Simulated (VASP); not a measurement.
# Br (Cmce) in VASP: notebook, part 2 of 2

VASP 6.6.1.

### Step 6. Single point, LDA

Contents of INCAR:

```
SYSTEM = Br
PREC = Accurate ; ENCUT = 520
EDIFF = 1E-7 ; ISMEAR = 1
SIGMA = 0.3 ; LREAL = .FALSE.
LASPH = .TRUE. ; NELM = 80
ALGO = Normal ; ISIF = 2
LWAVE = .FALSE. ; LCHARG = .FALSE.
NBANDS = 22
```

Contents of KPOINTS:

```
regular mesh
0
G
  9 9 4
  0 0 0
```

Contents of POSCAR:

```
Br
1.0
    3.3280929616     -1.9517224565      0.0000000000
    3.3280929616      1.9517224565      0.0000000000
    0.0000000000      0.0000000000      8.4732333614
Br
4
Direct
    0.8406697304      0.1593302696      0.1209213125
    0.6593302696      0.3406697304      0.6209213125
    0.1593302696      0.8406697304      0.8790786875
    0.3406697304      0.6593302696      0.3790786875
```

Potentials or basis: VASP PAW LDA potentials, release 64 (Br).

The run is started by

```sh
$ cat potpaw_LDA.64/Br/POTCAR > POTCAR
$ mpirun -np 1 vasp_std > vasp.out
```

OUTCAR:

```text
SYSTEM = Br
   PREC = Accurate
   ENCUT = 520
   EDIFF = 1E-7
   ISMEAR = 1
   LREAL = .FALSE.
   LASPH = .TRUE.
   NELM = 80
   ISIF = 2

 ion  position               nearest neighbor table
   1  0.841  0.159  0.121-   3 2.40
   2  0.659  0.341  0.621-   4 2.40
   3  0.159  0.841  0.879-   1 2.40
   4  0.341  0.659  0.379-   2 2.40

  LATTYP: Found a base centered orthorhombic cell.
 ALAT       =     3.9034449130
 B/A-ratio  =     1.7052081102
 C/A-ratio  =     2.1707065298

  Lattice vectors:

 A1 = (  -3.3280929616,  -1.9517224565,   0.0000000000)
 A2 = (   3.3280929616,  -1.9517224565,   0.0000000000)
 A3 = (   0.0000000000,   0.0000000000,   8.4732333614)

Analysis of symmetry for initial positions (statically):
=====================================================================
 Subroutine PRICEL returns:
 Original cell was already a primitive cell.

 Routine SETGRP: Setting up the symmetry group for a
 base centered orthorhombic supercell.

 Subroutine GETGRP returns: Found  8 space group operations
 (whereof  4 operations were pure point group operations)
 out of a pool of  8 trial point group operations.

The static configuration has the point symmetry C_2h.
 The point group associated with its full space group is D_2h.

Analysis of symmetry for dynamics (positions and initial velocities):
=====================================================================
 Subroutine PRICEL returns:
 Original cell was already a primitive cell.

 Routine SETGRP: Setting up the symmetry group for a
 base centered orthorhombic supercell.

 Subroutine GETGRP returns: Found  8 space group operations
 (whereof  4 operations were pure point group operations)
 out of a pool of  8 trial point group operations.

The dynamic configuration has the point symmetry C_2h.
 The point group associated with its full space group is D_2h.

 Subroutine INISYM returns: Found  8 space group operations
 (whereof  4 operations are pure point group operations),
[... 120 lines left out ...]
     AMIX_MAG =   1.60;   BMIX_MAG =  1.00
  volume/ion in A,a.u.               =      27.52       185.71
  Fermi-wavevector in a.u.,A,eV,Ry     =   1.037281  1.960178 14.639227  1.075953
  Thomas-Fermi vector in A             =   2.171712
   LORBIT       =      0    0 simple, 1 ext, 2 COOP (PROOUT), +10 PAW based schemes
   GGA     = CA    functional components
   LHFCALC =     F    Hartree Fock is set to
   AEXX    =    0.0000 exact exchange contribution
   IVDW    =     0    specifies the selected vdW correction
   LEPSILON=     F    determine dielectric tensor
   LRPA    =     F    only Hartree local field effects (RPA)
 non-spin polarized calculation
 Methfessel and Paxton  Order N= 1 SIGMA  =   0.30
  energy-cutoff  :      520.00
  volume of cell :      110.08
 maximum number of plane-waves:      2990
 NGX is ok and might be reduce to    30
   NGX = 15   NGY = 15   NGZ = 31

 number of electron      28.0000005 magnetization

 Free energy of the ion-electron system (eV)
  ---------------------------------------------------
  ext. energy  EPLUGINS =         0.00000000
  ---------------------------------------------------
  free energy    TOTEN  =        -8.50772983 eV

  energy without entropy =       -8.52799616  energy(sigma->0) =       -8.51448527

 E-fermi :   1.5459     XC(G=0):  -9.2887

 val. band max:        1.5036629935   @ k =   0.0000   0.0000   0.2500
 cond. band min:       1.5624911627   @ k =   0.0000   0.0000   0.0000
 fundamental gap:      0.0588281691
 Fermi energy:         1.5459201123

 k-point     1 :       0.0000    0.0000    0.0000
  band No.  band energies     occupation
      1     -14.9250      2.00000
      2     -14.0143      2.00000
      3     -12.8372      2.00000
      4     -11.1466      2.00000
      5      -4.1634      2.00000
      6      -2.1119      2.00000
[... 589 lines left out ...]
     21      11.7424      0.00000
     22      11.9175      0.00000

 [... further k-points ...]

------------------------ aborting loop because EDIFF is reached ----------------------------------------

  FORCE on cell =-STRESS in cart. coord.  units (eV):
  Direction    XX          YY          ZZ          XY          YZ          ZX
  --------------------------------------------------------------------------------------
  -------------------------------------------------------------------------------------
  Total        0.0045290      0.0257098     -0.0013516      0.0000000      0.0000000      0.0000000
  in kB        0.0659202      0.3742115     -0.0196729      0.0000000      0.0000000      0.0000000
  external PRESSURE =       0.1401530 kB  Pullay stress =       0.0000000 kB

 VOLUME and BASIS-vectors are now :
 -----------------------------------------------------------------------------
  energy-cutoff  :      520.00
  volume of cell :      110.08
      direct lattice vectors                 reciprocal lattice vectors
     3.328092962 -1.951722456  0.000000000     0.150236188 -0.256183966  0.000000000
     3.328092962  1.951722456  0.000000000     0.150236188  0.256183966  0.000000000
     0.000000000  0.000000000  8.473233361     0.000000000  0.000000000  0.118018702

 POSITION                                       TOTAL-FORCE (eV/Angst)
 -----------------------------------------------------------------------------------
      3.32809     -1.32979      1.02459         0.000000      0.033283      0.008238
      3.32809     -0.62194      5.26121         0.000000     -0.033283      0.008238
      3.32809      1.32979      7.44864         0.000000     -0.033283     -0.008238
      3.32809      0.62194      3.21202         0.000000      0.033283     -0.008238
 -----------------------------------------------------------------------------------
    total drift:                                0.000000     -0.000000     -0.000000

  FREE ENERGIE OF THE ION-ELECTRON SYSTEM (eV)
  ---------------------------------------------------
  free  energy   TOTEN  =        -8.5077298317 eV

  energy  without entropy=       -8.5279961589  energy(sigma->0) =       -8.51448527
```

OSZICAR:

```text
N       E                     dE             d eps       ncg     rms          rms(c)
DAV:   1     0.164938036605E+03    0.16494E+03   -0.11885E+04  3300   0.109E+03
DAV:   2     0.294960286426E+01   -0.16199E+03   -0.15662E+03  4688   0.186E+02
DAV:   3    -0.874009162219E+01   -0.11690E+02   -0.11644E+02  4150   0.563E+01
DAV:   4    -0.885598072251E+01   -0.11589E+00   -0.11585E+00  4028   0.668E+00
DAV:   5    -0.885695171094E+01   -0.97099E-03   -0.97092E-03  4210   0.605E-01    0.132E+01
DAV:   6    -0.860074151818E+01    0.25621E+00   -0.17564E-01  3936   0.213E+00    0.845E+00
DAV:   7    -0.851581677881E+01    0.84925E-01   -0.38302E-01  3948   0.310E+00    0.559E-01
DAV:   8    -0.850770590257E+01    0.81109E-02   -0.45051E-02  3612   0.112E+00    0.279E-01
DAV:   9    -0.850773599378E+01   -0.30091E-04   -0.91208E-04  3984   0.182E-01    0.102E-01
DAV:  10    -0.850773147489E+01    0.45189E-05   -0.73690E-05  3946   0.460E-02    0.368E-02
DAV:  11    -0.850773000900E+01    0.14659E-05   -0.93516E-06  3962   0.173E-02    0.655E-03
DAV:  12    -0.850772991503E+01    0.93963E-07   -0.16974E-06  3920   0.671E-03    0.444E-03
DAV:  13    -0.850772983166E+01    0.83372E-07   -0.20011E-07  2742   0.253E-03
   1 F= -.85077298E+01 E0= -.85144853E+01  d E =0.202663E-01
```

stdout:

```text
POSCAR found type information on POSCAR Br
 POSCAR found :  1 types and       4 ions
 scaLAPACK will be used
 LDA part: xc-table for (Slater(with rela. corr.)+CA(PZ))
 , standard interpolation
 POSCAR, INCAR and KPOINTS ok, starting setup
 FFT: planning ... GRIDC
 FFT: planning ... GRID_SOFT
 FFT: planning ... GRID
 WAVECAR not read
 entering main loop
```

Wall time 3 min (1 thread of Oxide Virtual Turin-like, shared host); peak memory 0.23 GiB.

Results:

```
Free energy            : -8.5077 eV
Pressure               : 0.0 GPa
Largest force          : 0.034 eV/Å
Band gap on the k mesh : 1.01 eV (least direct gap 1.19 eV)
```

Forces on the atoms (eV/Å):
```
Br   0.000  0.033  0.008
Br   0.000 -0.033  0.008
Br   0.000 -0.033 -0.008
Br   0.000  0.033 -0.008
```

A k mesh can miss the band edges.

### Step 7. The runs side by side

```tsv
smearing	gap on the mesh (eV)	pressure (GPa)	largest force (eV/Å)
gaussian 0.03 eV	1.01	0.0	0.03
gaussian 0.1 eV	1.01	0.0	0.03
methfessel-paxton 0.1 eV	1.01	0.0	0.03
methfessel-paxton 0.2 eV	1.01	0.0	0.03
methfessel-paxton 0.3 eV	1.01	0.0	0.03
```

Alike in all rows: task single point; level LDA; potentials or basis VASP PAW LDA potentials, release 64 (Br); no spin polarisation; cell as given; k mesh 9 × 9 × 4; cutoff (eV) 520.

Total energies depend on the potentials used, so only differences within one code and one set of settings carry meaning.

The gap in the log of VASP goes by the Fermi energy; the results here count the filled bands.